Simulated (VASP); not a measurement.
# CoW3 (P4mm) in VASP: further runs, part 2 of 2

VASP 6.6.1. The steps go on from the part before.

### 3 Single point, PBEsol (all Co atoms moved +0.375 Å, as atom 1 along Cartesian [0 0 1])

Contents of INCAR:

```
ALGO = Fast
EDIFF = 1E-6
ENCUT = 520
GGA = PS
ISIF = 2
ISMEAR = 0
LASPH = T
LCHARG = F
LREAL = F
LWAVE = F
NBANDS = 34
NELM = 80
PREC = Accurate
SIGMA = 0.15
```

Contents of KPOINTS:

```
k-points
0
Gamma
  12 12 12
```

Contents of POSCAR:

```
CoW3
1.0
    3.8582449849      0.0000000000      0.0000000000
    0.0000000000      3.8582449849      0.0000000000
    0.0000000000      0.0000000000      3.8582449849
Co W
1 3
Direct
    0.0000000000      0.0000000000      0.0971944502
    0.0000000000      0.5000000000      0.5000000000
    0.5000000000      0.0000000000      0.5000000000
    0.5000000000      0.5000000000      0.0000000000
```

Potentials or basis: VASP PAW PBE potentials, release 64 (Co, W_sv).

Command:

```sh
> cat potpaw_PBE.64/Co/POTCAR potpaw_PBE.64/W_sv/POTCAR > POTCAR
> mpirun -np 1 vasp_std > vasp.out
```

It took 8.1 min on 1 thread of Intel Xeon Platinum 8259CL at 2.50GHz (Skylake/Cascade Lake), shared host; peak memory 0.41 GiB.

It converged, with:

```yaml
Free_energy: -47.6596 eV
Pressure: 7.2 GPa
Largest_force: 2.457 eV/Å
Band_gap_on_the_k_mesh: zero (an odd number of electrons rules out a gap without spin polarisation)
```

Forces on the atoms (eV/Å):
```
Co   0.000  0.000 -2.457
W    0.000  0.000  1.493
W    0.000  0.000  1.493
W    0.000  0.000 -0.530
```

Stress tensor (GPa, compression positive):
```
9.20 0.00 0.00
0.00 9.20 0.00
0.00 0.00 3.19
```

Levels at points of the mesh, in eV from the Fermi level:
```
           k point  band 23  band 24  band 25  band 26  band 27  band 28
(0.00, 0.00, 0.00)    -0.02     0.14     2.68     2.69     2.69     3.35
(0.50, 0.00, 0.00)    -1.01    -0.24     0.29     0.46     0.65     0.92
(0.00, 0.00, 0.50)    -1.67    -0.03    -0.03     0.43     0.49     1.00
(0.50, 0.50, 0.00)    -1.54    -1.54    -1.38     0.10     0.10     1.12
(0.00, 0.50, 0.50)    -1.82    -1.56    -0.75     0.40     0.75     1.02
(0.50, 0.50, 0.50)    -0.78    -0.78     0.56     0.56     0.59     1.26
```

Caveat: the cell differs from its parent crystal (all Co atoms moved +0.375 Å, as atom 1 along Cartesian [0 0 1]); the stress differs along the axes, from 3 to 9 GPa; the PAW data sets were made with another functional, which shifts forces and pressure a little; spin-orbit coupling is left out, which moves the levels of the heavy elements; the run has no spin polarisation, though such a crystal can be magnetic.

### 4 Single point, PBEsol (all Co atoms moved -0.250 Å, as atom 1 along Cartesian [0 0 1])

Contents of INCAR:

```
SYSTEM = CoW3
PREC = Accurate
ENCUT = 520
EDIFF = 1E-6
ISMEAR = 0
SIGMA = 0.15
LREAL = .False.
LASPH = .True.
NELM = 80
ALGO = Fast
ISIF = 2
LWAVE = .False.
LCHARG = .True.
GGA = PS
LELF = .True.
LVHAR = .True.
NBANDS = 34
```

Contents of KPOINTS:

```
regular mesh
0
Gamma
  12 12 12
  0 0 0
```

Changes to POSCAR since step 3:

```diff
@@ -8,3 +8,3 @@
 Direct
-    0.0000000000      0.0000000000      0.0971944502
+    0.0000000000      0.0000000000     -0.0647963001
     0.0000000000      0.5000000000      0.5000000000
```

Command:

```sh
> cat potpaw_PBE.64/Co/POTCAR potpaw_PBE.64/W_sv/POTCAR > POTCAR
> mpirun -np 1 vasp_std > vasp.out
```

Wall time 8.4 min (1 thread of Intel Xeon Platinum 8259CL at 2.50GHz (Skylake/Cascade Lake), shared host); peak memory 0.41 GiB.

The run converged. Its results:

```yaml
Free_energy: -47.9252 eV
Pressure: 3.6 GPa
Largest_force: 1.771 eV/Å
Band_gap_on_the_k_mesh: zero (an odd number of electrons rules out a gap without spin polarisation)
```

Forces in eV/Å, atoms in the order of the input:
```
Co   0.000  0.000  1.771
W    0.000  0.000 -1.079
W    0.000  0.000 -1.079
W    0.000  0.000  0.387
```

Stress tensor (GPa, compression positive):
```
4.40 0.00 0.00
0.00 4.40 0.00
0.00 0.00 1.92
```

Levels at points of the mesh, in eV from the Fermi level:
```csv
k point,band 23,band 24,band 25,band 26,band 27,band 28
"(0.00, 0.00, 0.00)",0.22,0.30,2.85,2.85,2.87,3.30
"(0.50, 0.00, 0.00)",-1.02,-0.08,0.28,0.36,0.67,0.97
"(0.00, 0.00, 0.50)",-1.40,0.13,0.13,0.38,0.70,0.78
"(0.50, 0.50, 0.00)",-1.72,-1.72,-1.15,0.33,0.33,1.13
"(0.00, 0.50, 0.50)",-1.80,-1.70,-0.84,0.51,0.67,1.03
"(0.50, 0.50, 0.50)",-0.85,-0.85,0.55,0.55,0.57,1.27
```

Caveat: the cell differs from its parent crystal (all Co atoms moved -0.250 Å, as atom 1 along Cartesian [0 0 1]); the cell stands under pressure; the PAW data sets were made with another functional, which shifts forces and pressure a little; spin-orbit coupling is left out, which moves the levels of the heavy elements; the run has no spin polarisation, though such a crystal can be magnetic.

### 5 Single point, PBEsol (all Co atoms moved +0.125 Å, as atom 1 along Cartesian [0 0 1])

Contents of INCAR:

```
PREC     = Accurate       # precision mode
ENCUT    = 520            # plane-wave cutoff, eV
EDIFF    = 1E-7           # SCF threshold, eV
ISMEAR   = 0              # smearing method
SIGMA    = 0.15           # smearing width, eV
LREAL    = False          # projectors in reciprocal space
LASPH    = True           # aspherical terms in the spheres
NELM     = 80             # most SCF steps
ALGO     = Fast           # electronic algorithm
ISIF     = 2              # what is computed and relaxed
LWAVE    = False          # write WAVECAR
LCHARG   = True           # write CHGCAR
GGA      = PS             # functional
LELF     = True           # ELF
LVHAR    = True         
NBANDS   = 34             # bands
```

Contents of KPOINTS:

```
Automatic mesh
0
Gamma
  12 12 12
```

Changes to POSCAR since step 4:

```diff
@@ -8,3 +8,3 @@
 Direct
-    0.0000000000      0.0000000000     -0.0647963001
+    0.0000000000      0.0000000000      0.0323981501
     0.0000000000      0.5000000000      0.5000000000
```

Command:

```sh
> cat potpaw_PBE.64/Co/POTCAR potpaw_PBE.64/W_sv/POTCAR > POTCAR
> mpirun -np 1 vasp_std > vasp.out
```

Wall time 8.9 min (1 thread of Intel Xeon Platinum 8259CL at 2.50GHz (Skylake/Cascade Lake), shared host); peak memory 0.41 GiB.

It converged, with:

| Item | Value |
| --- | --- |
| Free energy | -48.0960 eV |
| Pressure | 1.4 GPa |
| Largest force | 0.941 eV/Å |
| Band gap on the k mesh | zero (an odd number of electrons rules out a gap without spin polarisation) |

Forces in eV/Å, atoms in the order of the input:
```
Co   0.000  0.000 -0.941
W    0.000  0.000  0.570
W    0.000  0.000  0.570
W    0.000  0.000 -0.199
```

Stress tensor (GPa, compression positive):
```
1.56 0.00 0.00
0.00 1.56 0.00
0.00 0.00 0.95
```

Levels at points of the mesh, in eV from the Fermi level:
```
           k point  band 22  band 23  band 24  band 25  band 26  band 27  band 28  band 29
(0.00, 0.00, 0.00)    -1.08     0.37     0.39     2.96     2.96     2.97     3.22     3.22
(0.50, 0.00, 0.00)    -1.97    -1.05     0.02     0.26     0.28     0.67     1.00     1.84
(0.00, 0.00, 0.50)    -1.91    -1.17     0.17     0.23     0.23     0.69     0.92     1.90
(0.50, 0.50, 0.00)    -1.90    -1.90    -1.82    -1.02     0.51     0.51     1.08     1.08
(0.00, 0.50, 0.50)    -1.99    -1.88    -1.81    -0.94     0.57     0.61     1.02     1.04
(0.50, 0.50, 0.50)    -0.86    -0.86    -0.86     0.54     0.54     0.54     1.28     2.55
```

Caveat: the cell differs from its parent crystal (all Co atoms moved +0.125 Å, as atom 1 along Cartesian [0 0 1]); the PAW data sets were made with another functional, which shifts forces and pressure a little; spin-orbit coupling is left out, which moves the levels of the heavy elements; the run has no spin polarisation, though such a crystal can be magnetic.

### 6 Overview

| cell | further INCAR settings | gap on the mesh (eV) | pressure (GPa) | largest force (eV/Å) |
| --- | --- | --- | --- | --- |
| as given, atomic positions A | ALGO = Fast; EDIFF = 1e-06; NBANDS = 34 | none | 12.2 | 3.23 |
| as given, atomic positions B | ALGO = Fast; EDIFF = 1e-06; NBANDS = 34 | none | 7.2 | 2.46 |
| as given, atomic positions C | ALGO = Fast; EDIFF = 1e-06; NBANDS = 34 | none | 3.6 | 1.77 |
| as given, atomic positions D | ALGO = Fast; EDIFF = 1e-07; NBANDS = 34 | none | 1.4 | 0.94 |

Alike in all rows: task single point; level PBEsol; potentials or basis VASP PAW PBE potentials, release 64 (Co, W_sv); no spin polarisation; k mesh 12 × 12 × 12; cutoff (eV) 520; smearing gaussian 0.15 eV.

Caveats: the PAW data sets were made with another functional, which shifts forces and pressure a little; spin-orbit coupling is left out, which moves the levels of the heavy elements; the run has no spin polarisation, though such a crystal can be magnetic; the stress differs along the axes, from 5 to 16 GPa (at least some runs); the stress differs along the axes, from 3 to 9 GPa (at least some runs); the cell stands under pressure (at least some runs).

Total energies depend on the potentials used, so only differences within one code and one set of settings carry meaning.
